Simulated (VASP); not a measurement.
# BaTiO3 (Amm2) in VASP: further runs

The runs below take BaTiO3 through single point, with PBE.

Everything below comes from runs of VASP 6.6.1. Logs are shortened: lines on timing, memory, paths and dates and some standing lists are left out, and cuts for length are marked.

## Step 1: The cell of the first run

It takes space group Amm2 (No. 38, orthorhombic). Conventional cell: a = 3.959 Å, b = 5.636 Å, c = 5.652 Å, α = 90.00°, β = 90.00°, γ = 90.00°. Ba (site symmetry mm2) has 12 O at 2.75 to 2.90 Å and 8 Ti at 3.39 to 3.51 Å within 3.6 Å. Within 2.5 Å of Ti (site symmetry mm2) lie 6 O at 1.91 to 2.08 Å. O (site symmetry m) has 2 Ti at 1.91 to 2.08 Å within 2.5 Å. O (site symmetry mm2) has 2 Ti at 1.98 Å within 2.6 Å.

## Step 2: Single point, PBE

The input, INCAR:

```
PREC     = Accurate       # precision mode
ENCUT    = 520            # plane-wave cutoff, eV
EDIFF    = 1E-7           # SCF threshold, eV
ISMEAR   = -1             # smearing method
SIGMA    = 0.05           # smearing width, eV
LREAL    = False          # projectors in reciprocal space
LASPH    = True           # aspherical terms in the spheres
NELM     = 60             # most SCF steps
ALGO     = Normal         # electronic algorithm
ISIF     = 2              # what is computed and relaxed
LWAVE    = False          # write WAVECAR
LCHARG   = True           # write CHGCAR
GGA      = PE             # functional
LELF     = True           # ELF
LVHAR    = True         
NBANDS   = 28             # bands
```

The input, KPOINTS:

```
regular mesh
0
Gamma
  7 7 7
```

The input, POSCAR:

```
BaTiO3
1.0
    3.9587508719      0.0000000000      0.0000000000
    0.0000000000      2.8178598290      2.8260544582
    0.0000000000     -2.8178598290      2.8260544582
Ba Ti O
1 1 3
Direct
    0.0000000000      0.0000000000      0.0000000000
    0.5000000000      0.5124000000      0.5124000000
    0.5000000000      0.9918400000      0.5052400000
    0.5000000000      0.5052400000      0.9918400000
    0.0000000000      0.4874000000      0.4874000000
```

Potentials or basis: VASP PAW PBE potentials, release 64 (Ba_sv, Ti_sv, O).

On the command line:

```
cat potpaw_PBE.64/Ba_sv/POTCAR potpaw_PBE.64/Ti_sv/POTCAR potpaw_PBE.64/O/POTCAR > POTCAR
mpirun -np 1 vasp_std > vasp.out
```

OUTCAR:

```text
PREC = Accurate
   ENCUT = 520
   EDIFF = 1E-7
   ISMEAR = -1
   LREAL = False
   LASPH = True
   NELM = 60
   ISIF = 2
   GGA = PE

 ion  position               nearest neighbor table
   1  0.000  0.000  0.000-   5 2.75   4 2.80   3 2.80   3 2.80   4 2.80   5 2.82   5 2.82   4 2.83
                             3 2.83   3 2.83   4 2.83   5 2.90   2 3.39   2 3.39   2 3.44   2 3.44
   2  0.500  0.512  0.512-   3 1.91   4 1.91   5 1.98   5 1.98   3 2.08   4 2.08   1 3.39   1 3.39
                             1 3.44   1 3.44   1 3.44   1 3.44   1 3.51   1 3.51
   3  0.500  0.992  0.505-   2 1.91   2 2.08   1 2.80   1 2.80   1 2.83   1 2.83
   4  0.500  0.505  0.992-   2 1.91   2 2.08   1 2.80   1 2.80   1 2.83   1 2.83
   5  0.000  0.487  0.487-   2 1.98   2 1.98   1 2.75   1 2.82   1 2.82   1 2.90

  LATTYP: Found a base centered orthorhombic cell.
 ALAT       =     5.6357196580
 B/A-ratio  =     1.0029081039
 C/A-ratio  =     0.7024392823

  Lattice vectors:

 A1 = (   0.0000000000,   2.8178598290,  -2.8260544582)
 A2 = (   0.0000000000,   2.8178598290,   2.8260544582)
 A3 = (   3.9587508719,   0.0000000000,   0.0000000000)

Analysis of symmetry for initial positions (statically):
=====================================================================
 Subroutine PRICEL returns:
 Original cell was already a primitive cell.

 Routine SETGRP: Setting up the symmetry group for a
 base centered orthorhombic supercell.

 Subroutine GETGRP returns: Found  4 space group operations
 (whereof  4 operations were pure point group operations)
 out of a pool of  8 trial point group operations.

The static configuration has the point symmetry C_2v.

Analysis of symmetry for dynamics (positions and initial velocities):
=====================================================================
 Subroutine PRICEL returns:
 Original cell was already a primitive cell.

 Routine SETGRP: Setting up the symmetry group for a
 base centered orthorhombic supercell.

 Subroutine GETGRP returns: Found  4 space group operations
 (whereof  4 operations were pure point group operations)
 out of a pool of  8 trial point group operations.

The dynamic configuration has the point symmetry C_2v.

 Subroutine INISYM returns: Found  4 space group operations
 (whereof  4 operations are pure point group operations),
 and found     1 'primitive' translations

----------------------------------------------------------------------------------------

                                     Primitive cell

  volume of cell :      63.0504

  direct lattice vectors                    reciprocal lattice vectors
     3.958750872  0.000000000  0.000000000     0.252604933  0.000000000  0.000000000
     0.000000000  2.817859829  2.826054458     0.000000000  0.177439628  0.176925111
     0.000000000 -2.817859829  2.826054458     0.000000000 -0.177439628  0.176925111

  length of vectors
     3.958750872  3.990854272  3.990854272     0.252604933  0.250573974  0.250573974

  position of ions in fractional coordinates (direct lattice)
     0.000000000  0.000000000  0.000000000
     0.500000000  0.512400000  0.512400000
     0.500000000  0.991840000  0.505240000
     0.500000000  0.505240000  0.991840000
     0.000000000  0.487400000  0.487400000

  ion indices of the primitive-cell ions
   primitive index   ion index
                 1           1
                 2           2
                 3           3
                 4           4
                 5           5

----------------------------------------------------------------------------------------

 KPOINTS: regular mesh

Automatic generation of k-mesh.
 Grid dimensions read from file:
 generate k-points for:    7    7    7

 Generating k-lattice:

  Cartesian coordinates                     Fractional coordinates (reciprocal lattice)
     0.036086419  0.000000000  0.000000000     0.142857143  0.000000000  0.000000000
     0.000000000  0.025348518  0.025275016     0.000000000  0.142857143  0.000000000
     0.000000000 -0.025348518  0.025275016     0.000000000  0.000000000  0.142857143

  Length of vectors
     0.036086419  0.035796282  0.035796282

  Shift w.r.t. Gamma in fractional coordinates (k-lattice)
     0.000000000  0.000000000  0.000000000

 Subroutine IBZKPT returns following result:
 ===========================================

 Found     64 irreducible k-points:

 Following reciprocal coordinates:
            Coordinates               Weight
  0.000000  0.000000  0.000000      1.000000
  0.142857  0.000000  0.000000      2.000000
  0.285714  0.000000  0.000000      2.000000
  0.428571  0.000000  0.000000      2.000000
  0.000000  0.142857 -0.000000      4.000000
  0.142857  0.142857 -0.000000      8.000000
[... 16 lines left out ...]
  0.285714  0.285714  0.142857      8.000000
  0.428571  0.285714  0.142857      8.000000
 [... further k-points ...]
   k-points           NKPTS =     64   k-points in BZ     NKDIM =     64   number of bands    NBANDS=     28
   number of dos      NEDOS =    301   number of ions     NIONS =      5
   total plane-waves  NPLWV =  27000
   dimension x,y,z NGX =    30 NGY =   30 NGZ =   30
   dimension x,y,z NGXF=    60 NGYF=   60 NGZF=   60
   ions per type =               1   1   3
   NGX,Y,Z   is equivalent  to a cutoff of  12.60, 12.50, 12.50 a.u.
   NGXF,Y,Z  is equivalent  to a cutoff of  25.20, 24.99, 24.99 a.u.
 SYSTEM =  unknown system
   PREC   = accura    normal or accurate (medium, high low for compatibility)
   ISTART =      0    job   : 0-new  1-cont  2-samecut
   ICHARG =      2    charge: 1-file 2-atom 10-const
   ISPIN  =      1    spin polarized calculation?
   LNONCOLLINEAR =      F non collinear calculations
   LSORBIT =      F    spin-orbit coupling
   LASPH  =      T    aspherical Exc in radial PAW
   ENCUT  =  520.0 eV  38.22 Ry    6.18 a.u.   7.36  7.42  7.42*2*pi/ulx,y,z
   NELM   =     60;   NELMIN=  2; NELMDL= -5     # of ELM steps
   EDIFF  = 0.1E-06   stopping-criterion for ELM
   LREAL  =      F    real-space projection
   EDIFFG = 0.1E-05   stopping-criterion for IOM
   NSW    =      0    number of steps for IOM
   IBRION =     -1    ionic relax: 0-MD 1-quasi-New 2-CG
   NFREE  =      0    steps in history (QN), initial steepest desc. (CG)
   ISIF   =      2    stress and relaxation
   ISYM   =      2    0-nonsym 1-usesym 2-fastsym
   POTIM  = 0.5000    time-step for ionic-motion
   TEBEG  =    0.0;   TEEND  =   0.0 temperature during run
   PSTRESS=    0.0 pullay stress
   NELECT =      40.0000    total number of electrons
   NUPDOWN=      -1.0000    fix difference up-down
   EMIN   =  10.00;   EMAX   =-10.00  energy-range for DOS
   EFERMI =   0.00;   METHOD = LEGACY
   ISMEAR =    -1;   SIGMA  =   0.05  broadening in eV -4-tet -1-fermi 0-gaus
   EFERMI_NEDOS =   21; number of points for ismear=-14 and -15
   IALGO  =     38    algorithm
   IMIX   =      4    mixing-type and parameters
     AMIX     =   0.40;   BMIX     =  1.00
     AMIX_MAG =   1.60;   BMIX_MAG =  1.00
  volume/ion in A,a.u.               =      12.61        85.10
  Fermi-wavevector in a.u.,A,eV,Ry     =   1.406691  2.658261 26.922942  1.978780
  Thomas-Fermi vector in A             =   2.529026
   LORBIT       =      0    0 simple, 1 ext, 2 COOP (PROOUT), +10 PAW based schemes
   GGA     = PE    functional components
   LHFCALC =     F    Hartree Fock is set to
   AEXX    =    0.0000 exact exchange contribution
   IVDW    =     0    specifies the selected vdW correction
   LEPSILON=     F    determine dielectric tensor
   LRPA    =     F    only Hartree local field effects (RPA)
 non-spin polarized calculation
  energy-cutoff  :      520.00
  volume of cell :       63.05
 maximum number of plane-waves:      1743
 NGX is ok and might be reduce to    30
   NGX = 15   NGY = 15   NGZ = 15

 number of electron      39.9999997 magnetization

 Free energy of the ion-electron system (eV)
  ---------------------------------------------------
  ext. energy  EPLUGINS =         0.00000000
  ---------------------------------------------------
  free energy    TOTEN  =       -39.92421778 eV

  energy without entropy =      -39.92421778  energy(sigma->0) =      -39.92421778

 E-fermi :   4.9385     XC(G=0): -11.3443

 val. band max:        3.8906487497   @ k =   0.4286   0.4286   0.4286
 cond. band min:       5.8545454415   @ k =   0.0000   0.0000   0.0000
 fundamental gap:      1.9638966918
 Fermi energy:         4.9385255875

 k-point     1 :       0.0000    0.0000    0.0000
  band No.  band energies     occupation
      1     -52.5213      2.00000
      2     -28.7602      2.00000
      3     -28.7584      2.00000
      4     -28.7426      2.00000
      5     -20.8214      2.00000
      6     -12.9652      2.00000
[... 20 lines left out ...]
     27       9.0785      0.00000
     28      11.5114      0.00000

 k-point     2 :       0.1429    0.0000    0.0000
  band No.  band energies     occupation
      1     -52.5210      2.00000
      2     -28.7597      2.00000
      3     -28.7580      2.00000
      4     -28.7540      2.00000
      5     -20.7964      2.00000
      6     -12.9799      2.00000
[... 20 lines left out ...]
     27       9.4692      0.00000
     28      12.0074      0.00000

 k-point     3 :       0.2857    0.0000    0.0000
  band No.  band energies     occupation
      1     -52.5205      2.00000
      2     -28.7797      2.00000
      3     -28.7587      2.00000
      4     -28.7568      2.00000
      5     -20.7391      2.00000
      6     -13.0838      2.00000
[... 20 lines left out ...]
     27      10.4530      0.00000
     28      12.3730      0.00000

 k-point     4 :       0.4286    0.0000    0.0000
  band No.  band energies     occupation
      1     -52.5201      2.00000
      2     -28.8001      2.00000
      3     -28.7579      2.00000
      4     -28.7560      2.00000
      5     -20.6920      2.00000
      6     -13.2051      2.00000
[... 20 lines left out ...]
     27      11.5020      0.00000
     28      12.2606      0.00000

 k-point     5 :       0.0000    0.1429   -0.0000
  band No.  band energies     occupation
      1     -52.5210      2.00000
      2     -28.7699      2.00000
      3     -28.7588      2.00000
      4     -28.7422      2.00000
      5     -20.7976      2.00000
      6     -12.9829      2.00000
[... 20 lines left out ...]
     27       9.4787      0.00000
     28      11.9983      0.00000

 k-point     6 :       0.1429    0.1429   -0.0000
  band No.  band energies     occupation
      1     -52.5208      2.00000
      2     -28.7694      2.00000
      3     -28.7584      2.00000
      4     -28.7535      2.00000
      5     -20.7742      2.00000
      6     -12.9718      2.00000
[... 463 lines left out ...]
      5     -20.7250      2.00000
      6     -13.0253      2.00000
[... 20 lines left out ...]
     27      10.8649      0.00000
     28      12.6702      0.00000

 k-point    22 :       0.1429    0.2857    0.1429
  band No.  band energies     occupation
      1     -52.5201      2.00000
      2     -28.7923      2.00000
      3     -28.7679      2.00000
      4     -28.7521      2.00000
      5     -20.7062      2.00000
      6     -12.9558      2.00000
[... 20 lines left out ...]
     27      11.0586      0.00000
     28      12.4920      0.00000

 k-point    23 :       0.2857    0.2857    0.1429
  band No.  band energies     occupation
      1     -52.5196      2.00000
      2     -28.7909      2.00000
      3     -28.7773      2.00000
      4     -28.7667      2.00000
      5     -20.6633      2.00000
      6     -12.8344      2.00000
[... 20 lines left out ...]
     27      11.8060      0.00000
     28      12.4479      0.00000

 k-point    24 :       0.4286    0.2857    0.1429
  band No.  band energies     occupation
      1     -52.5192      2.00000
      2     -28.7973      2.00000
      3     -28.7898      2.00000
      4     -28.7659      2.00000
      5     -20.6282      2.00000
      6     -12.7954      2.00000
[... 20 lines left out ...]
     27      12.4045      0.00000
     28      12.5490      0.00000

 [... further k-points ...]
[... 5 lines left out ...]
  --------------------------------------------------------------------------------------
  -------------------------------------------------------------------------------------
  Total        3.1442501      3.1950335      2.9312273      0.0000000      0.0000000      0.0000000
  in kB       79.8986758     81.1891361     74.4855461      0.0000000      0.0000000      0.0000000
  external PRESSURE =      78.5244526 kB  Pullay stress =       0.0000000 kB

 VOLUME and BASIS-vectors are now :
 -----------------------------------------------------------------------------
  energy-cutoff  :      520.00
  volume of cell :       63.05
      direct lattice vectors                 reciprocal lattice vectors
     3.958750872  0.000000000  0.000000000     0.252604933  0.000000000  0.000000000
     0.000000000  2.817859829  2.826054458     0.000000000  0.177439628  0.176925111
     0.000000000 -2.817859829  2.826054458     0.000000000 -0.177439628  0.176925111

 POSITION                                       TOTAL-FORCE (eV/Angst)
 -----------------------------------------------------------------------------------
      0.00000      0.00000      0.00000         0.000000      0.000000      0.157825
      1.97938      0.00000      2.89614         0.000000      0.000000      0.038762
      1.97938      1.37117      4.23083         0.000000      0.101763     -0.202310
      1.97938     -1.37117      4.23083         0.000000     -0.101763     -0.202310
      0.00000      0.00000      2.75484         0.000000      0.000000      0.208034
 -----------------------------------------------------------------------------------
    total drift:                                0.000000      0.000001      0.000412

  FREE ENERGIE OF THE ION-ELECTRON SYSTEM (eV)
  ---------------------------------------------------
  free  energy   TOTEN  =       -39.9242177770 eV

  energy  without entropy=      -39.9242177767  energy(sigma->0) =      -39.92421778
```

Wall time 4 min (1 thread of Intel Xeon 8259CL, shared host); peak memory 0.25 GiB.

What came out:

```
Free energy            : -39.9242 eV
Pressure               : 7.9 GPa
Largest force          : 0.226 eV/Å
Band gap on the k mesh : 1.96 eV (least direct gap 2.08 eV)
```

Forces in eV/Å, atoms in the order of the input:
```
Ba   0.000  0.000  0.158
Ti   0.000  0.000  0.039
O    0.000  0.102 -0.202
O    0.000 -0.102 -0.202
O    0.000  0.000  0.208
```

Caveat: the cell stands under pressure; spin-orbit coupling is left out, which moves the levels of the heavy elements; an odd mesh through Γ misses points on the zone boundary, where band edges can lie.

[end of part 1 of 2]
